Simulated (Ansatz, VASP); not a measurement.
CoSi2: VASP beside Ansatz

INCAR

```
SYSTEM = CoSi2
PREC     = Accurate       ! precision mode
ENCUT    = 520            ! plane-wave cutoff, eV
EDIFF    = 1E-6           ! SCF threshold, eV
ISMEAR   = 0              ! smearing method
SIGMA    = 0.15           ! smearing width, eV
LREAL    = .FALSE.        ! projectors in reciprocal space
LASPH    = .TRUE.         ! aspherical terms in the spheres
NELM     = 80             ! most SCF steps
ALGO     = Normal         ! electronic algorithm
ISIF     = 2              ! what is computed and relaxed
LWAVE    = .FALSE.        ! write WAVECAR
LCHARG   = .FALSE.        ! write CHGCAR
GGA      = PS             ! functional
NBANDS   = 16             ! bands
```

File KPOINTS:

```
regular mesh
0
G
  16 16 16
  0 0 0
```

POSCAR

```
CoSi2
1.0
    0.0000000000      2.6861368292      2.6861368292
    2.6562539720      0.0298828572      2.6562539720
    2.6562539720      2.6562539720      0.0298828572
Co Si
1 2
Direct
    0.0000000000      0.0000000000      0.0000000000
    0.2500000000      0.2500000000      0.2500000000
    0.7500000000      0.7500000000      0.7500000000
```

Input for Ansatz:

```yaml
crystal:
  lattice:
    - [0.0, 2.6861368292, 2.6861368292]
    - [2.656253972, 0.0298828572, 2.656253972]
    - [2.656253972, 2.656253972, 0.0298828572]
  atoms:
    - { symbol: Co, position: [0.0, 0.0, 0.0] }
    - { symbol: Si, position: [0.25, 0.25, 0.25] }
    - { symbol: Si, position: [0.75, 0.75, 0.75] }
basis:
  ecutwfc: 420
kpoints:
  mp_grid: { grid: [16, 16, 16] }
hamiltonian:
  xc: pbesol
scf:
  occupations: { method: gaussian, width: 0.15 }
output:
  forces: true
  stress: true
  eigenvalues: true
```

Change from the starting cell: strain +0.0225 x Voigt [0, 0, 0, 1, 0, 0], atoms carried along.

Alike in both runs: task single point; functional PBEsol; k mesh 16 × 16 × 16; occupations gaussian, width 0.15 eV; no spin polarisation.

|  | VASP | Ansatz |
| --- | --- | --- |
| version | VASP 6.6.1 | Ansatz 0.2.0 |
| potentials or method | VASP PAW PBE potentials, release 64 (Co, Si), cutoff 520 eV | scalar-relativistic, plane waves, PAW |
| valence electrons in the cell | 17 | 25 |

```csv
,VASP,Ansatz,Ansatz less VASP
gap on the k mesh at the Fermi level (eV),none,none,-
pressure (GPa),0.1,0.1,-0.04
"traceless stress, the component that is largest in VASP (GPa)",-3.58,-3.57,+0.008
rms of the force components (eV/Å),0.101,0.100,-0.0008
```

VASP's potentials were made for PBE, not for PBEsol. Atom by atom the forces differ by 0.001 eV/Å (rms over components). A gap of «none» marks a metal or a gap that the smearing closes. The functional is the same, so the differences come from potentials, cutoffs and numerics. VASP's potentials hold 17 valence electrons a cell and Ansatz's 25, so a difference there can come from the potentials and not from the codes.
